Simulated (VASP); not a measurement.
# Li (P6/mmm) in VASP: notebook

The runs below take Li through single point, with r2SCAN.

All numbers are computed with VASP 6.6.1; they aren't measurements. Logs are shortened: lines on timing, memory, paths and dates and some standing lists are left out, and cuts for length are marked.

### Step 1. The cell of the first run

Symmetry: P6/mmm, No. 191, hexagonal system. The conventional cell has a = 4.992 Å, b = 4.992 Å, c = 2.923 Å, α = 90.00°, β = 90.00°, γ = 120.00°. Li (site symmetry 6/mmm) has 14 Li at 2.92 to 3.23 Å within 3.8 Å. Li (site symmetry -6m2) has 11 Li at 2.88 to 3.23 Å within 3.8 Å.

This isn't the form of Li at room conditions, which is bcc.

### Step 2. Single point, r2SCAN (21.03 Å³/atom)

POSCAR reads:

```
Li
1.0
    4.9918151869      0.0000000000      0.0000000000
   -2.4959075934      4.3230387628      0.0000000000
    0.0000000000      0.0000000000      2.9229680716
Li
3
Direct
    0.0000000000      0.0000000000      0.0000000000
    0.3333333333      0.6666666667      0.5000000000
    0.6666666667      0.3333333333      0.5000000000
```

INCAR.step1 reads:

```
PREC = Accurate
ENCUT = 520
ISMEAR = -1
SIGMA = 0.1
LREAL = F
LASPH = T
NELM = 80
NBANDS = 12
GGA = PE
ALGO = Normal
EDIFF = 1E-4
LWAVE = T
LCHARG = F
```

INCAR.step2 reads:

```
PREC = Accurate
ENCUT = 520
EDIFF = 1E-6
ISMEAR = -1
SIGMA = 0.1
LREAL = F
LASPH = T
NELM = 80
ALGO = Normal
ISIF = 2
LWAVE = F
LCHARG = F
METAGGA = R2SCAN
LMIXTAU = T
NBANDS = 12
ISTART = 1
```

KPOINTS reads:

```
regular mesh
0
Gamma
  8 8 12
```

Potentials or basis: VASP PAW PBE potentials, release 64 (Li_sv).

Run with:

```
cat potpaw_PBE.64/Li_sv/POTCAR > POTCAR
cp INCAR.step1 INCAR
mpirun -np 1 vasp_std > vasp.out
cp INCAR.step2 INCAR
mpirun -np 1 vasp_std > vasp.out
```

OUTCAR:

```text
PREC = Accurate
   ENCUT = 520
   EDIFF = 1E-6
   ISMEAR = -1
   LREAL = F
   LASPH = T
   NELM = 80
   ISIF = 2
   METAGGA = R2SCAN
   ISTART = 1

 ion  position               nearest neighbor table
   1  0.000  0.000  0.000-
   2  0.333  0.667  0.500-
   3  0.667  0.333  0.500-

  LATTYP: Found a hexagonal cell.
 ALAT       =     4.9918151869
 C/A-ratio  =     0.5855521413

  Lattice vectors:

 A1 = (   4.9918151869,   0.0000000000,   0.0000000000)
 A2 = (  -2.4959075934,   4.3230387628,   0.0000000000)
 A3 = (   0.0000000000,   0.0000000000,   2.9229680716)

Analysis of symmetry for initial positions (statically):
=====================================================================
 Subroutine PRICEL returns:
 Original cell was already a primitive cell.

 Routine SETGRP: Setting up the symmetry group for a
 hexagonal supercell.

 Subroutine GETGRP returns: Found 24 space group operations
 (whereof 24 operations were pure point group operations)
 out of a pool of 24 trial point group operations.

The static configuration has the point symmetry D_6h.

Analysis of symmetry for dynamics (positions and initial velocities):
=====================================================================
 Subroutine PRICEL returns:
 Original cell was already a primitive cell.

 Routine SETGRP: Setting up the symmetry group for a
 hexagonal supercell.

 Subroutine GETGRP returns: Found 24 space group operations
 (whereof 24 operations were pure point group operations)
 out of a pool of 24 trial point group operations.

The dynamic configuration has the point symmetry D_6h.

 Subroutine INISYM returns: Found 24 space group operations
 (whereof 24 operations are pure point group operations),
 and found     1 'primitive' translations

----------------------------------------------------------------------------------------

                                     Primitive cell

  volume of cell :      63.0771

  direct lattice vectors                    reciprocal lattice vectors
     4.991815187  0.000000000  0.000000000     0.200327929  0.115659384  0.000000000
    -2.495907593  4.323038763  0.000000000     0.000000000  0.231318768  0.000000000
     0.000000000  0.000000000  2.922968072     0.000000000  0.000000000  0.342118003

  length of vectors
     4.991815187  4.991815187  2.922968072     0.231318768  0.231318768  0.342118003

  position of ions in fractional coordinates (direct lattice)
     0.000000000  0.000000000  0.000000000
     0.333333333  0.666666667  0.500000000
     0.666666667  0.333333333  0.500000000

  ion indices of the primitive-cell ions
   primitive index   ion index
                 1           1
                 2           2
                 3           3

----------------------------------------------------------------------------------------

 KPOINTS: regular mesh

Automatic generation of k-mesh.
 Grid dimensions read from file:
 generate k-points for:    8    8   12

 Generating k-lattice:

  Cartesian coordinates                     Fractional coordinates (reciprocal lattice)
     0.025040991  0.014457423  0.000000000     0.125000000  0.000000000  0.000000000
     0.000000000  0.028914846  0.000000000     0.000000000  0.125000000  0.000000000
     0.000000000  0.000000000  0.028509834     0.000000000  0.000000000  0.083333333

  Length of vectors
     0.028914846  0.028914846  0.028509834

  Shift w.r.t. Gamma in fractional coordinates (k-lattice)
     0.000000000  0.000000000  0.000000000

 Subroutine IBZKPT returns following result:
 ===========================================

 Found     70 irreducible k-points:

 Following reciprocal coordinates:
            Coordinates               Weight
  0.000000  0.000000  0.000000      1.000000
  0.125000  0.000000  0.000000      6.000000
  0.250000  0.000000  0.000000      6.000000
  0.375000 -0.000000  0.000000      6.000000
  0.500000  0.000000  0.000000      3.000000
  0.125000  0.125000  0.000000      6.000000
[... 16 lines left out ...]
  0.250000  0.000000  0.166667     12.000000
  0.375000 -0.000000  0.166667     12.000000
 [... further k-points ...]
   k-points           NKPTS =     70   k-points in BZ     NKDIM =     70   number of bands    NBANDS=     12
   number of dos      NEDOS =    301   number of ions     NIONS =      3
   total plane-waves  NPLWV =  38400
   dimension x,y,z NGX =    40 NGY =   40 NGZ =   24
   dimension x,y,z NGXF=    80 NGYF=   80 NGZF=   48
   ions per type =               3
   NGX,Y,Z   is equivalent  to a cutoff of  13.32, 13.32, 13.65 a.u.
   NGXF,Y,Z  is equivalent  to a cutoff of  26.64, 26.64, 27.30 a.u.
 SYSTEM =  unknown system
   PREC   = accura    normal or accurate (medium, high low for compatibility)
   ISTART =      1    job   : 0-new  1-cont  2-samecut
   ICHARG =      0    charge: 1-file 2-atom 10-const
   ISPIN  =      1    spin polarized calculation?
   LNONCOLLINEAR =      F non collinear calculations
   LSORBIT =      F    spin-orbit coupling
[... 24 lines left out ...]
  volume/ion in A,a.u.               =      21.03       141.89
  Fermi-wavevector in a.u.,A,eV,Ry     =   0.855457  1.616580  9.956846  0.731808
  Thomas-Fermi vector in A             =   1.972210
   LORBIT       =      0    0 simple, 1 ext, 2 COOP (PROOUT), +10 PAW based schemes
   METAGGA = R2SCAN    functional components
   LHFCALC =     F    Hartree Fock is set to
   AEXX    =    0.0000 exact exchange contribution
   IVDW    =     0    specifies the selected vdW correction
   LEPSILON=     F    determine dielectric tensor
   LRPA    =     F    only Hartree local field effects (RPA)
 non-spin polarized calculation
  energy-cutoff  :      520.00
  volume of cell :       63.08
 maximum number of plane-waves:      1718
 NGX is ok and might be reduce to    40
   NGX = 19   NGY = 19   NGZ = 11

 number of electron       8.9999992 magnetization

 Free energy of the ion-electron system (eV)
  ---------------------------------------------------
  ext. energy  EPLUGINS =         0.00000000
  ---------------------------------------------------
  free energy    TOTEN  =        -7.13217931 eV

  energy without entropy =       -7.08666748  energy(sigma->0) =       -7.10942339

 E-fermi :   0.5459     XC(G=0):  -7.3518

 val. band max:        0.5157111419   @ k =   0.2500   0.1250   0.0000
 cond. band min:       0.5611846471   @ k =   0.2500   0.2500   0.2500
 fundamental gap:      0.0454735052
 Fermi energy:         0.5459296996

 k-point     1 :       0.0000    0.0000    0.0000
  band No.  band energies     occupation
      1     -47.6956      2.00000
      2     -47.6769      2.00000
      3     -47.5702      2.00000
      4      -3.2564      2.00000
      5       2.7772      0.00000
      6       2.7775      0.00000
      7       2.8295      0.00000
      8       2.8298      0.00000
      9       6.7194      0.00000
     10       6.9147      0.00000
     11      11.5042      0.00000
     12      15.7763      0.00000

 k-point     2 :       0.1250    0.0000    0.0000
  band No.  band energies     occupation
      1     -47.6949      2.00000
      2     -47.6774      2.00000
      3     -47.5702      2.00000
      4      -3.1540      2.00000
      5       1.6111      0.00005
      6       1.8705      0.00000
      7       3.5869      0.00000
      8       4.0006      0.00000
      9       7.1234      0.00000
     10       7.3239      0.00000
     11      11.6300      0.00000
     12      15.1026      0.00000

 k-point     3 :       0.2500    0.0000    0.0000
  band No.  band energies     occupation
      1     -47.6931      2.00000
      2     -47.6792      2.00000
      3     -47.5704      2.00000
      4      -2.8471      2.00000
      5       0.3878      1.65870
      6       1.2033      0.00279
      7       3.8024      0.00000
      8       5.4580      0.00000
      9       7.9402      0.00000
     10       8.7040      0.00000
     11      12.0059      0.00000
     12      13.5550      0.00000
[... 286 lines left out ...]
 k-point    23 :       0.2500    0.0000    0.1667
  band No.  band energies     occupation
      1     -47.6904      2.00000
      2     -47.6767      2.00000
      3     -47.5678      2.00000
      4      -2.4449      2.00000
      5       0.8329      0.10739
      6       1.7184      0.00002
      7       4.0368      0.00000
      8       5.9610      0.00000
      9       7.2121      0.00000
     10       8.3290      0.00000
     11      10.0903      0.00000
     12      12.7865      0.00000

 k-point    24 :       0.3750   -0.0000    0.1667
  band No.  band energies     occupation
      1     -47.6880      2.00000
      2     -47.6790      2.00000
      3     -47.5679      2.00000
      4      -1.9287      2.00000
      5      -0.2806      1.99949
      6       1.3183      0.00088
      7       3.9612      0.00000
      8       7.6606      0.00000
      9       8.2267      0.00000
     10       9.5724      0.00000
     11      10.3913      0.00000
     12      11.6455      0.00000

 [... further k-points ...]

------------------------ aborting loop because EDIFF is reached ----------------------------------------

  FORCE on cell =-STRESS in cart. coord.  units (eV):
  Direction    XX          YY          ZZ          XY          YZ          ZX
  --------------------------------------------------------------------------------------
  -------------------------------------------------------------------------------------
  Total       -0.1302726     -0.1302726     -0.0284071     -0.0000000      0.0000000      0.0000000
  in kB       -3.3089643     -3.3089643     -0.7215491     -0.0000000      0.0000000      0.0000000
  external PRESSURE =      -2.4464926 kB  Pullay stress =       0.0000000 kB

 VOLUME and BASIS-vectors are now :
 -----------------------------------------------------------------------------
  energy-cutoff  :      520.00
  volume of cell :       63.08
      direct lattice vectors                 reciprocal lattice vectors
     4.991815187  0.000000000  0.000000000     0.200327929  0.115659384  0.000000000
    -2.495907593  4.323038763  0.000000000     0.000000000  0.231318768  0.000000000
     0.000000000  0.000000000  2.922968072     0.000000000  0.000000000  0.342118003

 POSITION                                       TOTAL-FORCE (eV/Angst)
 -----------------------------------------------------------------------------------
      0.00000      0.00000      0.00000        -0.000000     -0.000000      0.000000
     -0.00000      2.88203      1.46148         0.000000     -0.000000     -0.000000
      2.49591      1.44101      1.46148        -0.000000      0.000000      0.000000
 -----------------------------------------------------------------------------------
    total drift:                               -0.000000      0.000000      0.000000

  FREE ENERGIE OF THE ION-ELECTRON SYSTEM (eV)
  ---------------------------------------------------
  free  energy   TOTEN  =        -7.1321793133 eV

  energy  without entropy=       -7.0866674761  energy(sigma->0) =       -7.10942339
```

Run time: 4.9 min. Hardware: 1 thread of AMD EPYC 9R45 (Zen 5), shared host; peak memory 0.18 GiB.

Results:

```yaml
Free_energy: -7.1322 eV
Band_gap_on_the_k_mesh: zero (an odd number of electrons rules out a gap without spin polarisation)
```

Levels at points of the mesh, in eV from the Fermi level:
| k point | band 1 | band 2 | band 3 | band 4 | band 5 | band 6 | band 7 | band 8 | band 9 |
| --- | --- | --- | --- | --- | --- | --- | --- | --- | --- |
| (0.00, 0.00, 0.00) | -48.24 | -48.22 | -48.12 | -3.80 | 2.23 | 2.23 | 2.28 | 2.28 | 6.17 |
| (0.50, 0.00, 0.00) | -48.24 | -48.23 | -48.12 | -2.18 | -2.15 | 0.12 | 3.22 | 8.54 | 8.62 |
| (0.00, 0.00, 0.50) | -48.23 | -48.21 | -48.11 | -0.55 | 0.14 | 5.82 | 5.87 | 5.87 | 6.78 |
| (0.50, 0.00, 0.50) | -48.22 | -48.22 | -48.11 | 0.65 | 0.79 | 2.08 | 3.18 | 4.29 | 5.26 |

Caveat: the cutoff is under 1.25 times the usual one of these potentials, so pressure, stress and relaxed cells hold a basis-set (Pulay) error; the PAW data sets were made with another functional, which shifts forces and pressure a little.

### Step 3. Single point, r2SCAN (21.87 Å³/atom)

This run uses another cell than the first one, of 21.87 Å³/atom.

POSCAR reads:

```
Li
1.0
    5.0575044987      0.0000000000      0.0000000000
   -2.5287522493      4.3799273756      0.0000000000
    0.0000000000      0.0000000000      2.9614325888
Li
3
Direct
    0.0000000000      0.0000000000      0.0000000000
    0.3333333333      0.6666666667      0.5000000000
    0.6666666667      0.3333333333      0.5000000000
```

INCAR.step1 reads:

```
PREC     = Accurate       # precision mode
ENCUT    = 520            # plane-wave cutoff, eV
ISMEAR   = -1             # smearing method
SIGMA    = 0.1            # smearing width, eV
LREAL    = F              # projectors in reciprocal space
LASPH    = T              # aspherical terms in the spheres
NELM     = 60             # most SCF steps
NBANDS   = 12             # bands
GGA      = PE             # functional
ALGO     = Normal         # electronic algorithm
EDIFF    = 1E-4           # SCF threshold, eV
LWAVE    = T              # write WAVECAR
LCHARG   = F              # write CHGCAR
```

INCAR.step2 reads:

```
PREC     = Accurate       # precision mode
ENCUT    = 520            # plane-wave cutoff, eV
EDIFF    = 1E-7           # SCF threshold, eV
ISMEAR   = -1             # smearing method
SIGMA    = 0.1            # smearing width, eV
LREAL    = F              # projectors in reciprocal space
LASPH    = T              # aspherical terms in the spheres
NELM     = 60             # most SCF steps
ALGO     = Normal         # electronic algorithm
ISIF     = 2              # what is computed and relaxed
LWAVE    = F              # write WAVECAR
LCHARG   = F              # write CHGCAR
METAGGA  = R2SCAN         # meta-GGA
LMIXTAU  = T            
NBANDS   = 12             # bands
ISTART   = 1
```

KPOINTS is that of step 2.

Potentials or basis: VASP PAW PBE potentials, release 64 (Li_sv).

Run with:

```
cat potpaw_PBE.64/Li_sv/POTCAR > POTCAR
cp INCAR.step1 INCAR
mpirun -np 1 vasp_std > vasp.out
cp INCAR.step2 INCAR
mpirun -np 1 vasp_std > vasp.out
```

Wall time 4.5 min (1 thread of AMD EPYC 9R45 (Zen 5), shared host); peak memory 0.18 GiB.

The run converged. Its results:

| Quantity | Value |
| --- | --- |
| Free energy | -7.1300 eV |
| Band gap on the k mesh | zero (an odd number of electrons rules out a gap without spin polarisation) |

Levels at points of the mesh, in eV from the Fermi level:
```
           k point  band 1  band 2  band 3  band 4  band 5  band 6  band 7  band 8
(0.00, 0.00, 0.00)  -48.34  -48.32  -48.23   -3.74    2.18    2.18    2.24    2.24
(0.50, 0.00, 0.00)  -48.33  -48.33  -48.23   -2.14   -2.12    0.13    3.12    8.34
(0.00, 0.00, 0.50)  -48.33  -48.31  -48.22   -0.53    0.12    5.68    5.72    5.73
(0.50, 0.00, 0.50)  -48.32  -48.32  -48.22    0.64    0.77    2.03    3.07    4.19
```

Caveat: the cutoff is under 1.25 times the usual one of these potentials, so pressure, stress and relaxed cells hold a basis-set (Pulay) error; the PAW data sets were made with another functional, which shifts forces and pressure a little.

### Step 4. Single point, r2SCAN (22.71 Å³/atom)

This run uses another cell than the first one, of 22.71 Å³/atom.

POSCAR reads:

```
Li
1.0
    5.1215303399      0.0000000000      0.0000000000
   -2.5607651699      4.4353753806      0.0000000000
    0.0000000000      0.0000000000      2.9989230572
Li
3
Direct
    0.0000000000      0.0000000000      0.0000000000
    0.3333333333      0.6666666667      0.5000000000
    0.6666666667      0.3333333333      0.5000000000
```

INCAR.step1 reads:

```
SYSTEM = Li
PREC = Accurate
ENCUT = 520
ISMEAR = -1
SIGMA = 0.1
LREAL = .False.
LASPH = .True.
NELM = 60
NBANDS = 12
GGA = PE
ALGO = Normal
EDIFF = 1E-4
LWAVE = .True.
LCHARG = .False.
```

INCAR.step2 reads:

```
SYSTEM = Li
PREC = Accurate
ENCUT = 520
EDIFF = 1E-6
ISMEAR = -1
SIGMA = 0.1
LREAL = .False.
LASPH = .True.
NELM = 60
ALGO = Normal
ISIF = 2
LWAVE = .False.
LCHARG = .False.
METAGGA = R2SCAN
LMIXTAU = .True.
NBANDS = 12
ISTART = 1
```

KPOINTS reads:

```
regular mesh
0
Gamma
  8 8 12
  0 0 0
```

Run with:

```
cat potpaw_PBE.64/Li_sv/POTCAR > POTCAR
cp INCAR.step1 INCAR
mpirun -np 1 vasp_std > vasp.out
cp INCAR.step2 INCAR
mpirun -np 1 vasp_std > vasp.out
```

Wall time 3 min (1 thread of AMD EPYC 9R45 (Zen 5), shared host); peak memory 0.18 GiB.

Results (log left out):

- Free energy: -7.1203 eV
- Band gap on the k mesh: zero (an odd number of electrons rules out a gap without spin polarisation)

Levels at points of the mesh, in eV from the Fermi level:
```
           k point  band 1  band 2  band 3  band 4  band 5  band 6  band 7  band 8
(0.00, 0.00, 0.00)  -48.44  -48.42  -48.29   -3.68    2.14    2.14    2.19    2.20
(0.50, 0.00, 0.00)  -48.43  -48.43  -48.29   -2.11   -2.08    0.14    3.01    8.14
(0.00, 0.00, 0.50)  -48.43  -48.42  -48.29   -0.52    0.11    5.54    5.59    5.59
(0.50, 0.00, 0.50)  -48.42  -48.42  -48.29    0.64    0.76    1.98    2.98    4.10
```

Caveat: the cutoff is under 1.25 times the usual one of these potentials, so pressure, stress and relaxed cells hold a basis-set (Pulay) error; the PAW data sets were made with another functional, which shifts forces and pressure a little.

### Step 5. Single point, r2SCAN (23.55 Å³/atom)

This run uses another cell than the first one, of 23.55 Å³/atom.

POSCAR reads:

```
Li
1.0
    5.1839941831      0.0000000000      0.0000000000
   -2.5919970915      4.4894706556      0.0000000000
    0.0000000000      0.0000000000      3.0354988943
Li
3
Direct
    0.0000000000      0.0000000000      0.0000000000
    0.3333333333      0.6666666667      0.5000000000
    0.6666666667      0.3333333333      0.5000000000
```

INCAR.step1 reads:

```
SYSTEM = Li
ALGO = Normal
EDIFF = 1E-4
ENCUT = 520
GGA = PE
ISMEAR = -1
LASPH = .True.
LCHARG = .False.
LREAL = .False.
LWAVE = .True.
NBANDS = 12
NELM = 80
PREC = Accurate
SIGMA = 0.1
```

INCAR.step2 reads:

```
SYSTEM = Li
ALGO = Normal
EDIFF = 1E-7
ENCUT = 520
ISIF = 2
ISMEAR = -1
ISTART = 1
LASPH = .True.
LCHARG = .False.
LMIXTAU = .True.
LREAL = .False.
LWAVE = .False.
METAGGA = R2SCAN
NBANDS = 12
NELM = 80
PREC = Accurate
SIGMA = 0.1
```

KPOINTS reads:

```
k-points
0
Gamma
  8 8 12
  0 0 0
```

Run with:

```
cat potpaw_PBE.64/Li_sv/POTCAR > POTCAR
cp INCAR.step1 INCAR
mpirun -np 1 vasp_std > vasp.out
cp INCAR.step2 INCAR
mpirun -np 1 vasp_std > vasp.out
```

It took 3.5 min on 1 thread of AMD EPYC 9R45 (Zen 5), shared host; peak memory 0.18 GiB.

It converged, with:

```yaml
Free_energy: -7.1037 eV
Band_gap_on_the_k_mesh: zero (an odd number of electrons rules out a gap without spin polarisation)
```

Levels at points of the mesh, in eV from the Fermi level:
```csv
k point,band 1,band 2,band 3,band 4,band 5,band 6,band 7,band 8,band 9
"(0.00, 0.00, 0.00)",-48.50,-48.49,-48.37,-3.62,2.11,2.11,2.16,2.16,5.60
"(0.50, 0.00, 0.00)",-48.50,-48.49,-48.37,-2.08,-2.05,0.15,2.90,7.96,8.04
"(0.00, 0.00, 0.50)",-48.49,-48.48,-48.37,-0.50,0.09,5.42,5.46,5.46,6.32
"(0.50, 0.00, 0.50)",-48.49,-48.49,-48.37,0.64,0.75,1.94,2.87,4.01,4.93
```

Caveat: the cutoff is under 1.25 times the usual one of these potentials, so pressure, stress and relaxed cells hold a basis-set (Pulay) error; the PAW data sets were made with another functional, which shifts forces and pressure a little.

### Step 6. The runs side by side

| cell | gap on the mesh (eV) |
| --- | --- |
| a = 4.992, b = 4.992, c = 2.923 Å, angles 90.0, 90.0, 120.0°, 3 atoms | none |
| a = 5.058, b = 5.058, c = 2.961 Å, angles 90.0, 90.0, 120.0°, 3 atoms | none |
| a = 5.122, b = 5.122, c = 2.999 Å, angles 90.0, 90.0, 120.0°, 3 atoms | none |
| a = 5.184, b = 5.184, c = 3.035 Å, angles 90.0, 90.0, 120.0°, 3 atoms | none |

Alike in all rows: task single point; level r2SCAN; potentials or basis VASP PAW PBE potentials, release 64 (Li_sv); no spin polarisation; k mesh 8 × 8 × 12; cutoff (eV) 520; smearing fermi-dirac 0.1 eV.

Caveats: the cutoff is under 1.25 times the usual one of these potentials, so pressure, stress and relaxed cells hold a basis-set (Pulay) error; the PAW data sets were made with another functional, which shifts forces and pressure a little.

Absolute energies hang on the potentials; compare differences alone.
